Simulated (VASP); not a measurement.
# Cu (Im-3m) in VASP: further runs

Runs on Cu. Level: PBE. Tasks: relaxation of cell and atoms, single point.

Program: VASP 6.6.1. These are calculated values, not measurements. Logs are shortened: lines on timing, memory, paths and dates and some standing lists are left out, and cuts for length are marked.

### 1 The cell of the first run

Symmetry: Im-3m, No. 229, cubic system. Conventional cell: a = 2.782 Å, b = 2.782 Å, c = 2.782 Å, α = 90.00°, β = 90.00°, γ = 90.00°. Cu (site symmetry m-3m) has 14 Cu at 2.41 to 2.78 Å within 3.2 Å.

### 2 Relaxation of cell and atoms, PBE, target pressure 20 GPa, at which the enthalpy is minimised

Contents of INCAR:

```
PREC = Accurate
ENCUT = 600
EDIFF = 1E-6
ISMEAR = -1
SIGMA = 0.1
LREAL = False
LASPH = True
NELM = 60
ALGO = Normal
ISIF = 3
LWAVE = False
LCHARG = False
GGA = PE
IBRION = 2
NSW = 32
EDIFFG = -0.005
PSTRESS = 200.0
```

Contents of KPOINTS:

```
Automatic mesh
0
Gamma
  19 19 19
```

Contents of POSCAR:

```
Cu
1.0
   -1.3909323090      1.3909323090      1.3909323090
    1.3909323090     -1.3909323090      1.3909323090
    1.3909323090      1.3909323090     -1.3909323090
Cu
1
Direct
    0.0000000000      0.0000000000      0.0000000000
```

Potentials or basis: VASP PAW PBE potentials, release 64 (Cu).

The run is started by

```bash
> cat potpaw_PBE.64/Cu/POTCAR > POTCAR
> mpirun -np 1 vasp_std > vasp.out
```

OUTCAR:

```text
PREC = Accurate
   ENCUT = 600
   EDIFF = 1E-6
   ISMEAR = -1
   LREAL = False
   LASPH = True
   NELM = 60
   ISIF = 3
   GGA = PE
   IBRION = 2
   NSW = 32
   EDIFFG = -0.005
   PSTRESS = 200.0

 ion  position               nearest neighbor table
   1  0.000  0.000  0.000-

  LATTYP: Found a body centered cubic cell.
 ALAT       =     2.7818646180

  Lattice vectors:

 A1 = (  -1.3909323090,   1.3909323090,   1.3909323090)
 A2 = (   1.3909323090,  -1.3909323090,   1.3909323090)
 A3 = (   1.3909323090,   1.3909323090,  -1.3909323090)

Analysis of symmetry for initial positions (statically):
=====================================================================
 Subroutine PRICEL returns:
 Original cell was already a primitive cell.

 Routine SETGRP: Setting up the symmetry group for a
 body centered cubic supercell.

 Subroutine GETGRP returns: Found 48 space group operations
 (whereof 48 operations were pure point group operations)
 out of a pool of 48 trial point group operations.

The static configuration has the point symmetry O_h .

Analysis of symmetry for dynamics (positions and initial velocities):
=====================================================================
 Subroutine PRICEL returns:
 Original cell was already a primitive cell.

 Routine SETGRP: Setting up the symmetry group for a
 body centered cubic supercell.

 Subroutine GETGRP returns: Found 48 space group operations
 (whereof 48 operations were pure point group operations)
 out of a pool of 48 trial point group operations.

The dynamic configuration has the point symmetry O_h .

 Subroutine INISYM returns: Found 48 space group operations
 (whereof 48 operations are pure point group operations),
 and found     1 'primitive' translations

----------------------------------------------------------------------------------------

                                     Primitive cell

  volume of cell :      10.7641

  direct lattice vectors                    reciprocal lattice vectors
    -1.390932309  1.390932309  1.390932309     0.000000000  0.359471124  0.359471124
     1.390932309 -1.390932309  1.390932309     0.359471124  0.000000000  0.359471124
     1.390932309  1.390932309 -1.390932309     0.359471124  0.359471124  0.000000000

  length of vectors
     2.409165429  2.409165429  2.409165429     0.508368938  0.508368938  0.508368938

  position of ions in fractional coordinates (direct lattice)
     0.000000000  0.000000000  0.000000000

  ion indices of the primitive-cell ions
   primitive index   ion index
                 1           1

----------------------------------------------------------------------------------------

 KPOINTS: Automatic mesh

Automatic generation of k-mesh.
 Grid dimensions read from file:
 generate k-points for:   19   19   19

 Generating k-lattice:

  Cartesian coordinates                     Fractional coordinates (reciprocal lattice)
     0.000000000  0.018919533  0.018919533     0.052631579  0.000000000  0.000000000
     0.018919533  0.000000000  0.018919533     0.000000000  0.052631579  0.000000000
     0.018919533  0.018919533  0.000000000     0.000000000  0.000000000  0.052631579

  Length of vectors
     0.026756260  0.026756260  0.026756260

  Shift w.r.t. Gamma in fractional coordinates (k-lattice)
     0.000000000  0.000000000  0.000000000

 Subroutine IBZKPT returns following result:
 ===========================================

 Found    220 irreducible k-points:

 Following reciprocal coordinates:
            Coordinates               Weight
  0.000000  0.000000  0.000000      1.000000
  0.052632  0.000000  0.000000     12.000000
  0.105263  0.000000  0.000000     12.000000
  0.157895  0.000000  0.000000     12.000000
  0.210526  0.000000  0.000000     12.000000
  0.263158  0.000000  0.000000     12.000000
[... 16 lines left out ...]
  0.263158  0.105263  0.000000     48.000000
  0.315789  0.105263  0.000000     48.000000
 [... further k-points ...]
   k-points           NKPTS =    220   k-points in BZ     NKDIM =    220   number of bands    NBANDS=      9
   number of dos      NEDOS =    301   number of ions     NIONS =      1
   total plane-waves  NPLWV =   8000
   dimension x,y,z NGX =    20 NGY =   20 NGZ =   20
   dimension x,y,z NGXF=    40 NGYF=   40 NGZF=   40
   ions per type =               1
   NGX,Y,Z   is equivalent  to a cutoff of  13.80, 13.80, 13.80 a.u.
   NGXF,Y,Z  is equivalent  to a cutoff of  27.60, 27.60, 27.60 a.u.
 SYSTEM =  unknown system
   PREC   = accura    normal or accurate (medium, high low for compatibility)
   ISTART =      0    job   : 0-new  1-cont  2-samecut
   ICHARG =      2    charge: 1-file 2-atom 10-const
   ISPIN  =      1    spin polarized calculation?
   LNONCOLLINEAR =      F non collinear calculations
   LSORBIT =      F    spin-orbit coupling
   LASPH  =      T    aspherical Exc in radial PAW
   ENCUT  =  600.0 eV  44.10 Ry    6.64 a.u.   4.81  4.81  4.81*2*pi/ulx,y,z
   NELM   =     60;   NELMIN=  2; NELMDL= -5     # of ELM steps
   EDIFF  = 0.1E-05   stopping-criterion for ELM
   LREAL  =      F    real-space projection
   EDIFFG = -.5E-02   stopping-criterion for IOM
   NSW    =     32    number of steps for IOM
   IBRION =      2    ionic relax: 0-MD 1-quasi-New 2-CG
   NFREE  =      1    steps in history (QN), initial steepest desc. (CG)
   ISIF   =      3    stress and relaxation
   ISYM   =      2    0-nonsym 1-usesym 2-fastsym
   POTIM  = 0.5000    time-step for ionic-motion
   TEBEG  =    0.0;   TEEND  =   0.0 temperature during run
   PSTRESS=  200.0 pullay stress
   NELECT =      11.0000    total number of electrons
   NUPDOWN=      -1.0000    fix difference up-down
   EMIN   =  10.00;   EMAX   =-10.00  energy-range for DOS
   EFERMI =   0.00;   METHOD = LEGACY
   ISMEAR =    -1;   SIGMA  =   0.10  broadening in eV -4-tet -1-fermi 0-gaus
   EFERMI_NEDOS =   21; number of points for ismear=-14 and -15
   IALGO  =     38    algorithm
   IMIX   =      4    mixing-type and parameters
     AMIX     =   0.40;   BMIX     =  1.00
     AMIX_MAG =   1.60;   BMIX_MAG =  1.00
  volume/ion in A,a.u.               =      10.76        72.64
  Fermi-wavevector in a.u.,A,eV,Ry     =   1.648971  3.116104 36.995683  2.719106
  Thomas-Fermi vector in A             =   2.738170
   LORBIT       =      0    0 simple, 1 ext, 2 COOP (PROOUT), +10 PAW based schemes
   GGA     = PE    functional components
   LHFCALC =     F    Hartree Fock is set to
   AEXX    =    0.0000 exact exchange contribution
   IVDW    =     0    specifies the selected vdW correction
   LEPSILON=     F    determine dielectric tensor
   LRPA    =     F    only Hartree local field effects (RPA)
 conjugate gradient relaxation of ions
 non-spin polarized calculation
  energy-cutoff  :      600.00
  volume of cell :       10.76
 maximum number of plane-waves:       370
   NGX =  9   NGY =  9   NGZ =  9

--------------------------------------- Ionic step        1  -------------------------------------------

 number of electron      11.0000014 magnetization

 Free energy of the ion-electron system (eV)
  ---------------------------------------------------
  ext. energy  EPLUGINS =         0.00000000
  ---------------------------------------------------
  free energy    TOTEN  =        -3.62488658 eV

  energy without entropy =       -3.61655876  energy(sigma->0) =       -3.62072267

------------------------ aborting loop because EDIFF is reached ----------------------------------------

  FORCE on cell =-STRESS in cart. coord.  units (eV):
  Direction    XX          YY          ZZ          XY          YZ          ZX
  --------------------------------------------------------------------------------------
  -------------------------------------------------------------------------------------
  Total        1.3856515      1.3856515      1.3856515      0.0000000      0.0000000     -0.0000000
  in kB      206.2465161    206.2465161    206.2465161      0.0000000      0.0000000     -0.0000000
  external PRESSURE =       6.2465161 kB  Pullay stress =     200.0000000 kB
[... 59 lines left out ...]
  enthalpy is  TOTEN    =        -2.2811652674 eV   P V=        1.3518625103

--------------------------------------- Ionic step        3  -------------------------------------------

 number of electron      11.0000013 magnetization

 Free energy of the ion-electron system (eV)
  ---------------------------------------------------
  ext. energy  EPLUGINS =         0.00000000
  ---------------------------------------------------
  free energy    TOTEN  =        -3.62818247 eV

  energy without entropy =       -3.61985052  energy(sigma->0) =       -3.62401650

 E-fermi :   8.7634     XC(G=0): -13.2605

 val. band max:        8.7173462486   @ k =  -0.3684   0.4737   0.0526
 cond. band min:       8.8176075266   @ k =   0.4211   0.0526   0.0526
 fundamental gap:      0.1002612780
 Fermi energy:         8.7634267936

 k-point     1 :       0.0000    0.0000    0.0000
  band No.  band energies     occupation
      1      -1.2950      2.00000
      2       5.3599      2.00000
      3       5.3599      2.00000
      4       5.3599      2.00000
      5       6.5138      2.00000
      6       6.5138      2.00000
      7      34.6978      0.00000
      8      34.6978      0.00000
      9      34.6978      0.00000
[... 265 lines left out ...]
 k-point    24 :       0.3158    0.1053    0.0000
  band No.  band energies     occupation
      1       3.0192      2.00000
      2       4.6871      2.00000
      3       5.4871      2.00000
      4       6.3923      2.00000
      5       6.6991      2.00000
      6       7.5688      1.99999
      7      17.5603      0.00000
      8      24.7009      0.00000
      9      27.9912      0.00000

 [... further k-points ...]
[... 5 lines left out ...]
  --------------------------------------------------------------------------------------
  -------------------------------------------------------------------------------------
  Total        1.3495678      1.3495678      1.3495678     -0.0000000     -0.0000000     -0.0000000
  in kB      200.3922513    200.3922513    200.3922513     -0.0000000     -0.0000000     -0.0000000
  external PRESSURE =       0.3922513 kB  Pullay stress =     200.0000000 kB
[... 16 lines left out ...]
  FREE ENERGIE OF THE ION-ELECTRON SYSTEM (eV)
  ---------------------------------------------------
  free  energy   TOTEN  =        -3.6281824696 eV

  energy  without entropy=       -3.6198505206  energy(sigma->0) =       -3.62401650

  enthalpy is  TOTEN    =        -2.2812563213 eV   P V=        1.3469261483

 reached required accuracy - stopping structural energy minimisation
```

Run time: 23 s. Hardware: 1 thread of Intel Xeon Platinum 8488C (Sapphire Rapids), shared host; peak memory 0.14 GiB.

Results:

- Free energy: -3.6282 eV
- Relaxed volume: 10.79 Å³/atom
- Relaxed cell: a = 2.411 Å, b = 2.411 Å, c = 2.411 Å, α = 109.47°, β = 109.47°, γ = 109.47°
- Space group after relaxing (to 0.05 Å): Im-3m (No. 229)
- Energy change on relaxing (the enthalpy is what falls): -3.3 meV/atom
- Ionic steps: 3
- Pressure after relaxing: 20.0 GPa

The path:
```csv
step,energy change (eV),largest force (eV/Å),pressure (GPa),volume (Å³)
1,0.0000,0.0000,20.62,10.76
2,-0.0081,0.0000,19.38,10.83
3,-0.0033,0.0000,20.04,10.79
```

Final structure:
```yaml
crystal:
  lattice:
    - [-1.39205, 1.39205, 1.39205]
    - [1.39205, -1.39205, 1.39205]
    - [1.39205, 1.39205, -1.39205]
  atoms:
    - { symbol: Cu, position: [0.00000, 0.00000, 0.00000] }
```

Levels at points of the mesh, in eV from the Fermi level:
| k point | band 1 | band 2 | band 3 | band 4 | band 5 | band 6 | band 7 | band 8 | band 9 |
| --- | --- | --- | --- | --- | --- | --- | --- | --- | --- |
| (0.00, 0.00, 0.00) | -10.06 | -3.40 | -3.40 | -3.40 | -2.25 | -2.25 | 25.93 | 25.93 | 25.93 |

Caveat: the cell is relaxed towards a set pressure, so the enthalpy falls and the energy may rise.

### 3 Single point, PBE

Contents of INCAR:

```
  PREC = Accurate
  ENCUT = 520
  EDIFF = 1E-6
  ISMEAR = -1
  SIGMA = 0.1
  LREAL = False
  LASPH = True
  NELM = 80
  ALGO = Normal
  ISIF = 2
  LWAVE = False
  LCHARG = False
  GGA = PE
  NBANDS = 12
```

Contents of KPOINTS:

```
regular mesh
0
Gamma
  19 19 19
```

POSCAR is that of step 2.

Potentials or basis: VASP PAW PBE potentials, release 64 (Cu).

The run is started by

```bash
> cat potpaw_PBE.64/Cu/POTCAR > POTCAR
> mpirun -np 1 vasp_std > vasp.out
```

Run time: 29 s. Hardware: 1 thread of Intel Xeon 8259CL, shared host; peak memory 0.14 GiB.

Results (log left out):

```yaml
Free_energy: -3.6247 eV
Pressure: 20.6 GPa
```

Levels at points of the mesh, in eV from the Fermi level:
```
           k point  band 3  band 4  band 5  band 6  band 7  band 8
(0.00, 0.00, 0.00)   -3.41   -3.41   -2.25   -2.25   25.96   25.96
```

### 4 Single point, PBE

Contents of INCAR:

```
SYSTEM = Cu
ALGO     = Normal         ! electronic algorithm
EDIFF    = 1E-7           ! SCF threshold, eV
ENCUT    = 520            ! plane-wave cutoff, eV
GGA      = PE             ! functional
ISIF     = 2              ! what is computed and relaxed
ISMEAR   = -1             ! smearing method
LASPH    = .TRUE.         ! aspherical terms in the spheres
LCHARG   = .TRUE.         ! write CHGCAR
LELF     = .TRUE.         ! ELF
LREAL    = .FALSE.        ! projectors in reciprocal space
LVHAR    = .TRUE.       
LWAVE    = .FALSE.        ! write WAVECAR
NBANDS   = 12             ! bands
NELM     = 80             ! most SCF steps
PREC     = Accurate       ! precision mode
SIGMA    = 0.1            ! smearing width, eV
```

Contents of KPOINTS:

```
k-points
0
G
  19 19 19
  0 0 0
```

Contents of POSCAR:

```
Cu
1.0
   -1.3909684549      1.3909684549      1.3909684549
    1.3909684549     -1.3909684549      1.3909684549
    1.3909684549      1.3909684549     -1.3909684549
Cu
1
Direct
    0.0000000000      0.0000000000      0.0000000000
```

The run is started by

```bash
> cat potpaw_PBE.64/Cu/POTCAR > POTCAR
> mpirun -np 1 vasp_std > vasp.out
```

Wall time 37 s (1 thread of Intel Xeon 8259CL, shared host); peak memory 0.14 GiB.

The run converged. Its results:

- Free energy: -3.6248 eV
- Pressure: 20.5 GPa

Levels at points of the mesh, in eV from the Fermi level:
```tsv
k point	band 3	band 4	band 5	band 6	band 7	band 8
(0.00, 0.00, 0.00)	-3.41	-3.41	-2.25	-2.25	25.96	25.96
```

### 5 Relaxation of cell and atoms, PBE, target pressure 20 GPa, at which the enthalpy is minimised

Contents of INCAR:

```
SYSTEM = Cu
ALGO = Normal
EDIFF = 1E-6
EDIFFG = -0.005
ENCUT = 600
GGA = PE
IBRION = 2
ISIF = 3
ISMEAR = -1
LASPH = .TRUE.
LCHARG = .FALSE.
LREAL = .FALSE.
LWAVE = .FALSE.
NELM = 60
NSW = 60
PREC = Accurate
PSTRESS = 200.0
SIGMA = 0.1
```

KPOINTS is that of step 4.

Contents of POSCAR:

```
Cu
1.0
   -1.3900247567      1.3900247567      1.3900247567
    1.3900247567     -1.3900247567      1.3900247567
    1.3900247567      1.3900247567     -1.3900247567
Cu
1
Direct
    0.0000000000      0.0000000000      0.0000000000
```

The run is started by

```bash
> cat potpaw_PBE.64/Cu/POTCAR > POTCAR
> mpirun -np 1 vasp_std > vasp.out
```

It took 62 s on 1 thread of Intel Xeon 8259CL, shared host; peak memory 0.15 GiB.

It converged, with:

- Free energy: -3.6281 eV
- Relaxed volume: 10.79 Å³/atom
- Relaxed cell: a = 2.411 Å, b = 2.411 Å, c = 2.411 Å, α = 109.47°, β = 109.47°, γ = 109.47°
- Space group after relaxing (to 0.05 Å): Im-3m (No. 229)
- Energy change on relaxing (the enthalpy is what falls): -5.9 meV/atom
- Ionic steps: 3
- Pressure after relaxing: 20.0 GPa

The path:
| step | energy change (eV) | largest force (eV/Å) | pressure (GPa) | volume (Å³) |
| --- | --- | --- | --- | --- |
| 1 | 0.0000 | 0.0000 | 21.08 | 10.74 |
| 2 | -0.0140 | 0.0000 | 18.90 | 10.86 |
| 3 | -0.0059 | 0.0000 | 20.00 | 10.79 |

Final structure:
```
Cu
1.0
    -1.39201    1.39201    1.39201
     1.39201   -1.39201    1.39201
     1.39201    1.39201   -1.39201
Cu
1
Direct
  0.00000 0.00000 0.00000
```

Levels at points of the mesh, in eV from the Fermi level:
| k point | band 3 | band 4 | band 5 | band 6 | band 7 | band 8 |
| --- | --- | --- | --- | --- | --- | --- |
| (0.00, 0.00, 0.00) | -3.40 | -3.40 | -2.25 | -2.25 | 25.94 | 25.94 |

Caveat: the cell is relaxed towards a set pressure, so the enthalpy falls and the energy may rise.

### 6 Overview

| task | cell | cutoff (eV) | gap on the mesh (eV) | pressure (GPa) |
| --- | --- | --- | --- | --- |
| relaxation of cell and atoms | relaxed to 20 GPa from a = 2.409 Å, angles 109.5°, 1 atom | 600 | none | 20.0 |
| single point | a = 2.409 Å, angles 109.5°, 1 atom | 520 | none | 20.5 |
| relaxation of cell and atoms | relaxed to 20 GPa from a = 2.408 Å, angles 109.5°, 1 atom | 600 | none | 20.0 |

Alike in all rows: level PBE; potentials or basis VASP PAW PBE potentials, release 64 (Cu); no spin polarisation; k mesh 19 × 19 × 19; smearing fermi-dirac 0.1 eV.

Caveats: the cell is relaxed towards a set pressure, so the enthalpy falls and the energy may rise (some runs).

Total energies depend on the potentials used, so only differences within one code and one set of settings carry meaning.
